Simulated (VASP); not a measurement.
# C (P-3m1) in VASP: notebook, part 2 of 2

VASP 6.6.1.

## Step 4: Single point, PBE (the distance across one plane changed)

The input, INCAR:

```
SYSTEM = C
PREC = Accurate ; ENCUT = 520
EDIFF = 1E-6 ; ISMEAR = 0
SIGMA = 0.05 ; LREAL = .FALSE.
LASPH = .TRUE. ; NELM = 80
ALGO = Normal ; ISIF = 2
LWAVE = .FALSE. ; LCHARG = .TRUE.
GGA = PE ; LELF = .TRUE.
LVHAR = .TRUE. ; NBANDS = 36
```

The input, KPOINTS:

```
Automatic mesh
0
G
  10 10 2
  0 0 0
```

The input, POSCAR:

```
C
1.0
    1.7834000000     -1.7834000000      0.0000000000
    1.7834000000      0.0000000000     -1.7834000000
    8.8656508076      8.8656508076      8.8656508076
C
12
Direct
    0.6666666667      0.6666666667      0.2179484051
    0.0000000000      0.0000000000      0.0838428149
    0.3333333333      0.3333333333      0.3520539952
    0.6666666667      0.6666666667      0.6202651754
    1.0000000000      1.0000000000      0.4861595853
    0.3333333333      0.3333333333      0.7543707655
    0.6666666667      0.6666666667      0.3185275976
    1.0000000000      1.0000000000      0.1844220075
    0.3333333333      0.3333333333      0.4526331878
    0.6666666667      0.6666666667      0.7208443680
    0.0000000000      0.0000000000      0.5867387779
    0.3333333333      0.3333333333      0.0503164174
```

Potentials or basis: VASP PAW PBE potentials, release 64 (C).

Command:

```console
$ cat potpaw_PBE.64/C/POTCAR > POTCAR
$ mpirun -np 1 vasp_std > vasp.out
```

OUTCAR:

```text
SYSTEM = C
   PREC = Accurate
   ENCUT = 520
   EDIFF = 1E-6
   ISMEAR = 0
   LREAL = .FALSE.
   LASPH = .TRUE.
   NELM = 80
   ISIF = 2
   GGA = PE

 ion  position               nearest neighbor table
   1  0.667  0.667  0.218-   7 1.54   8 1.54   8 1.54   8 1.54
   2  0.000  0.000  0.084-  12 1.54  12 1.54  12 1.54   8 1.54
   3  0.333  0.333  0.352-   9 1.54   7 1.54   7 1.54   7 1.54
   4  0.667  0.667  0.620-  11 1.54  11 1.54  11 1.54  10 1.54
   5  0.000  0.000  0.486-   9 1.54   9 1.54   9 1.54  11 1.54
   6  0.333  0.333  0.754-  10 1.54  10 1.54  10 1.54
   7  0.667  0.667  0.319-   1 1.54   3 1.54   3 1.54   3 1.54
   8  0.000  0.000  0.184-   2 1.54   1 1.54   1 1.54   1 1.54
   9  0.333  0.333  0.453-   5 1.54   5 1.54   5 1.54   3 1.54
  10  0.667  0.667  0.721-   6 1.54   6 1.54   6 1.54   4 1.54
  11  0.000  0.000  0.587-   4 1.54   4 1.54   4 1.54   5 1.54
  12  0.333  0.333  0.050-   2 1.54   2 1.54   2 1.54

  LATTYP: Found a hexagonal cell.
 ALAT       =     2.5221084671
 C/A-ratio  =     6.0884604453

  Lattice vectors:

 A1 = (  -1.7834000000,   0.0000000000,   1.7834000000)
 A2 = (   1.7834000000,  -1.7834000000,  -0.0000000000)
 A3 = (   8.8656508076,   8.8656508076,   8.8656508076)

Analysis of symmetry for initial positions (statically):
=====================================================================
 Subroutine PRICEL returns:
 Original cell was already a primitive cell.

 Routine SETGRP: Setting up the symmetry group for a
 hexagonal supercell.

 Subroutine GETGRP returns: Found 12 space group operations
 (whereof  6 operations were pure point group operations)
 out of a pool of 24 trial point group operations.

The static configuration has the point symmetry C_3v.
 The point group associated with its full space group is D_3d.

Analysis of symmetry for dynamics (positions and initial velocities):
=====================================================================
 Subroutine PRICEL returns:
 Original cell was already a primitive cell.

 Routine SETGRP: Setting up the symmetry group for a
 hexagonal supercell.

 Subroutine GETGRP returns: Found 12 space group operations
 (whereof  6 operations were pure point group operations)
 out of a pool of 24 trial point group operations.

The dynamic configuration has the point symmetry C_3v.
 The point group associated with its full space group is D_3d.

 Subroutine INISYM returns: Found 12 space group operations
 (whereof  6 operations are pure point group operations),
 and found     1 'primitive' translations

----------------------------------------------------------------------------------------

                                     Primitive cell

  volume of cell :      84.5920

  direct lattice vectors                    reciprocal lattice vectors
     1.783400000 -1.783400000  0.000000000     0.186908901 -0.373817801  0.186908901
     1.783400000  0.000000000 -1.783400000     0.186908901  0.186908901 -0.373817801
     8.865650808  8.865650808  8.865650808     0.037598293  0.037598293  0.037598293

  length of vectors
     2.522108467  2.522108467 15.355757641     0.457831435  0.457831435  0.065122153

[... 82 lines left out ...]
   k-points           NKPTS =     28   k-points in BZ     NKDIM =     28   number of bands    NBANDS=     36
   number of dos      NEDOS =    301   number of ions     NIONS =     12
   total plane-waves  NPLWV =  48000
   dimension x,y,z NGX =    20 NGY =   20 NGZ =  120
   dimension x,y,z NGXF=    40 NGYF=   40 NGZF=  240
   ions per type =              12
   NGX,Y,Z   is equivalent  to a cutoff of  13.18, 13.18, 12.99 a.u.
   NGXF,Y,Z  is equivalent  to a cutoff of  26.37, 26.37, 25.98 a.u.
 SYSTEM =  C
   PREC   = accura    normal or accurate (medium, high low for compatibility)
   ISTART =      0    job   : 0-new  1-cont  2-samecut
   ICHARG =      2    charge: 1-file 2-atom 10-const
   ISPIN  =      1    spin polarized calculation?
   LNONCOLLINEAR =      F non collinear calculations
   LSORBIT =      F    spin-orbit coupling
   LASPH  =      T    aspherical Exc in radial PAW
   ENCUT  =  520.0 eV  38.22 Ry    6.18 a.u.   4.69  4.69 28.55*2*pi/ulx,y,z
   NELM   =     80;   NELMIN=  2; NELMDL= -5     # of ELM steps
   EDIFF  = 0.1E-05   stopping-criterion for ELM
   LREAL  =      F    real-space projection
   EDIFFG = 0.1E-04   stopping-criterion for IOM
   NSW    =      0    number of steps for IOM
   IBRION =     -1    ionic relax: 0-MD 1-quasi-New 2-CG
   NFREE  =      0    steps in history (QN), initial steepest desc. (CG)
   ISIF   =      2    stress and relaxation
   ISYM   =      2    0-nonsym 1-usesym 2-fastsym
   POTIM  = 0.5000    time-step for ionic-motion
   TEBEG  =    0.0;   TEEND  =   0.0 temperature during run
   PSTRESS=    0.0 pullay stress
   NELECT =      48.0000    total number of electrons
   NUPDOWN=      -1.0000    fix difference up-down
   EMIN   =  10.00;   EMAX   =-10.00  energy-range for DOS
   EFERMI =   0.00;   METHOD = LEGACY
   ISMEAR =     0;   SIGMA  =   0.05  broadening in eV -4-tet -1-fermi 0-gaus
   EFERMI_NEDOS =   21; number of points for ismear=-14 and -15
   IALGO  =     38    algorithm
   IMIX   =      4    mixing-type and parameters
     AMIX     =   0.40;   BMIX     =  1.00
     AMIX_MAG =   1.60;   BMIX_MAG =  1.00
  volume/ion in A,a.u.               =       7.05        47.57
  Fermi-wavevector in a.u.,A,eV,Ry     =   1.355331  2.561205 24.992851  1.836923
  Thomas-Fermi vector in A             =   2.482428
   LORBIT       =      0    0 simple, 1 ext, 2 COOP (PROOUT), +10 PAW based schemes
   GGA     = PE    functional components
   LHFCALC =     F    Hartree Fock is set to
   AEXX    =    0.0000 exact exchange contribution
   IVDW    =     0    specifies the selected vdW correction
   LEPSILON=     F    determine dielectric tensor
   LRPA    =     F    only Hartree local field effects (RPA)
 non-spin polarized calculation
 Gauss-broadening in eV      SIGMA  =   0.05
  energy-cutoff  :      520.00
  volume of cell :       84.59
 maximum number of plane-waves:      2314
   NGX =  9   NGY =  9   NGZ = 57

 number of electron      48.0000000 magnetization

 Free energy of the ion-electron system (eV)
  ---------------------------------------------------
  ext. energy  EPLUGINS =         0.00000000
  ---------------------------------------------------
  free energy    TOTEN  =      -104.22234408 eV

  energy without entropy =     -104.20480783  energy(sigma->0) =     -104.21357596

 E-fermi :   7.1622     XC(G=0): -11.5185

 val. band max:        7.1599587754   @ k =   0.5000   0.1000   0.5000
 cond. band min:       7.1629978964   @ k =  -0.4000   0.2000  -0.0000
 fundamental gap:      0.0030391210
 Fermi energy:         7.1621797311

 k-point     1 :       0.0000    0.0000    0.0000
  band No.  band energies     occupation
      1     -15.1556      2.00000
      2     -14.4132      2.00000
      3     -13.4085      2.00000
      4     -12.1485      2.00000
      5     -10.6497      2.00000
      6      -9.5974      2.00000
[... 925 lines left out ...]
     35      15.9135      0.00000
     36      16.4724      0.00000

 [... further k-points ...]

------------------------ aborting loop because EDIFF is reached ----------------------------------------

  FORCE on cell =-STRESS in cart. coord.  units (eV):
  Direction    XX          YY          ZZ          XY          YZ          ZX
  --------------------------------------------------------------------------------------
  -------------------------------------------------------------------------------------
  Total       -0.4011223     -0.4011223     -0.4011223     -0.6811299     -0.6811299     -0.6811299
  in kB       -7.5972767     -7.5972767     -7.5972767    -12.9006357    -12.9006357    -12.9006357
  external PRESSURE =      -7.5972767 kB  Pullay stress =       0.0000000 kB

 VOLUME and BASIS-vectors are now :
 -----------------------------------------------------------------------------
  energy-cutoff  :      520.00
  volume of cell :       84.59
      direct lattice vectors                 reciprocal lattice vectors
     1.783400000 -1.783400000  0.000000000     0.186908901 -0.373817801  0.186908901
     1.783400000  0.000000000 -1.783400000     0.186908901  0.186908901 -0.373817801
     8.865650808  8.865650808  8.865650808     0.037598293  0.037598293  0.037598293

 POSITION                                       TOTAL-FORCE (eV/Angst)
 -----------------------------------------------------------------------------------
      4.31012      0.74332      0.74332        -0.215347     -0.215347     -0.215347
      0.74332      0.74332      0.74332        -2.621072     -2.621072     -2.621072
      4.31012      2.52672      2.52672        -0.072417     -0.072417     -0.072417
      7.87692      4.31012      4.31012        -0.492123     -0.492123     -0.492123
      4.31012      4.31012      4.31012        -0.112126     -0.112126     -0.112126
      7.87692      6.09352      6.09352        -2.132169     -2.132169     -2.132169
      5.20182      1.63502      1.63502         0.112126      0.112126      0.112126
      1.63502      1.63502      1.63502         0.492123      0.492123      0.492123
      5.20182      3.41842      3.41842         0.072417      0.072417      0.072417
      8.76862      5.20182      5.20182         2.621072      2.621072      2.621072
      5.20182      5.20182      5.20182         0.215347      0.215347      0.215347
      1.63502     -0.14838     -0.14838         2.132169      2.132169      2.132169
 -----------------------------------------------------------------------------------
    total drift:                                0.000006      0.000006      0.000006

  FREE ENERGIE OF THE ION-ELECTRON SYSTEM (eV)
  ---------------------------------------------------
  free  energy   TOTEN  =      -104.2223440825 eV

  energy  without entropy=     -104.2048078341  energy(sigma->0) =     -104.21357596
```

Run time: 2.7 min. Hardware: 1 thread of Intel Xeon 8259CL, shared host; peak memory 0.22 GiB.

What came out:

- Free energy: -104.2223 eV
- Pressure: -0.8 GPa
- Largest force: 4.540 eV/Å
- Band gap on the k mesh: zero (bands 24 and 25 overlap by 0.26 eV)

Forces on the atoms (eV/Å):
```
C   -0.215 -0.215 -0.215
C   -2.621 -2.621 -2.621
C   -0.072 -0.072 -0.072
C   -0.492 -0.492 -0.492
C   -0.112 -0.112 -0.112
C   -2.132 -2.132 -2.132
C    0.112  0.112  0.112
C    0.492  0.492  0.492
C    0.072  0.072  0.072
C    2.621  2.621  2.621
C    0.215  0.215  0.215
C    2.132  2.132  2.132
```

Caveat: the cell differs from its parent crystal (the distance across one plane changed); forces of over 1 eV/Å act on the atoms, so gaps and moduli don't describe the material at rest.

## Step 5: Single point, PBE (the distance across one plane changed)

The input, INCAR:

```
SYSTEM = C
  PREC = Accurate
  ENCUT = 520
  EDIFF = 1E-6
  ISMEAR = 0
  SIGMA = 0.05
  LREAL = .FALSE.
  LASPH = .TRUE.
  NELM = 80
  ALGO = Normal
  ISIF = 2
  LWAVE = .FALSE.
  LCHARG = .FALSE.
  GGA = PE
  NBANDS = 36
```

KPOINTS is that of step 4.

The input, POSCAR:

```
C
1.0
    1.7834000000     -1.7834000000      0.0000000000
    1.7834000000      0.0000000000     -1.7834000000
   10.5977016151     10.5977016151     10.5977016151
C
12
Direct
    0.6666666667      0.6666666667      0.1823276899
    0.0000000000      0.0000000000      0.0701398423
    0.3333333333      0.3333333333      0.2945155374
    0.6666666667      0.6666666667      0.5188912326
    1.0000000000      1.0000000000      0.4067033850
    0.3333333333      0.3333333333      0.6310790801
    0.6666666667      0.6666666667      0.2664685755
    1.0000000000      1.0000000000      0.1542807280
    0.3333333333      0.3333333333      0.3786564231
    0.6666666667      0.6666666667      0.6030321182
    0.0000000000      0.0000000000      0.4908442707
    0.3333333333      0.3333333333      0.0420928804
```

Command:

```console
$ cat potpaw_PBE.64/C/POTCAR > POTCAR
$ mpirun -np 1 vasp_std > vasp.out
```

It took 2.4 min on 1 thread of Intel Xeon 8259CL, shared host; peak memory 0.24 GiB.

Results (log left out):

| Item | Value |
| --- | --- |
| Free energy | -104.1592 eV |
| Pressure | -0.3 GPa |
| Largest force | 4.704 eV/Å |
| Band gap on the k mesh | zero (bands 24 and 25 overlap by 0.16 eV) |

Forces on the atoms (eV/Å):
```
C   -0.222 -0.222 -0.222
C   -2.716 -2.716 -2.716
C   -0.068 -0.068 -0.068
C   -0.475 -0.475 -0.475
C   -0.111 -0.111 -0.111
C   -2.333 -2.333 -2.333
C    0.111  0.111  0.111
C    0.475  0.475  0.475
C    0.068  0.068  0.068
C    2.716  2.716  2.716
C    0.222  0.222  0.222
C    2.333  2.333  2.333
```

Stress tensor (GPa, compression positive):
```
-0.25 -0.98 -0.98
-0.98 -0.25 -0.98
-0.98 -0.98 -0.25
```

Levels at points of the mesh, in eV from the Fermi level:
```
           k point  band 20  band 21  band 22  band 23  band 24  band 25  band 26  band 27  band 28  band 29
(0.00, 0.00, 0.00)    -0.83    -0.83    -0.71    -0.71    -0.15     0.32     4.86     4.86     5.06     5.31
(0.50, 0.00, 0.00)    -4.85    -4.60    -3.81    -3.64    -0.11    -0.07     3.77     4.18     4.82     5.25
(0.00, 0.00, 0.50)    -0.83    -0.83    -0.71    -0.71    -0.17     0.34     4.86     4.86     4.89     5.59
(0.50, 0.00, 0.50)    -4.85    -4.60    -3.81    -3.64    -0.11    -0.07     3.77     4.18     4.82     5.25
```

Caveat: the cell differs from its parent crystal (the distance across one plane changed); forces of over 1 eV/Å act on the atoms, so gaps and moduli don't describe the material at rest.

## Step 6: Summary

| cell | gap on the mesh (eV) | pressure (GPa) | largest force (eV/Å) |
| --- | --- | --- | --- |
| a = 2.522, b = 2.522, c = 13.856 Å, angles 90.0, 90.0, 60.0°, 12 atoms | - | -3.8 | 3.85 |
| a = 2.522, b = 2.522, c = 14.356 Å, angles 90.0, 90.0, 60.0°, 12 atoms | - | -2.5 | 4.09 |
| a = 2.522, b = 2.522, c = 15.356 Å, angles 90.0, 90.0, 60.0°, 12 atoms | none | -0.8 | 4.54 |
| a = 2.522, b = 2.522, c = 18.356 Å, angles 90.0, 90.0, 60.0°, 12 atoms | none | -0.3 | 4.70 |

Alike in all rows: task single point; level PBE; potentials or basis VASP PAW PBE potentials, release 64 (C); no spin polarisation; k mesh 10 × 10 × 2; cutoff (eV) 520; smearing gaussian 0.05 eV.

Caveats: forces of over 1 eV/Å act on the atoms, so gaps and moduli don't describe the material at rest; the cell stands under tension (at least some runs).

Absolute energies hang on the potentials; compare differences alone.
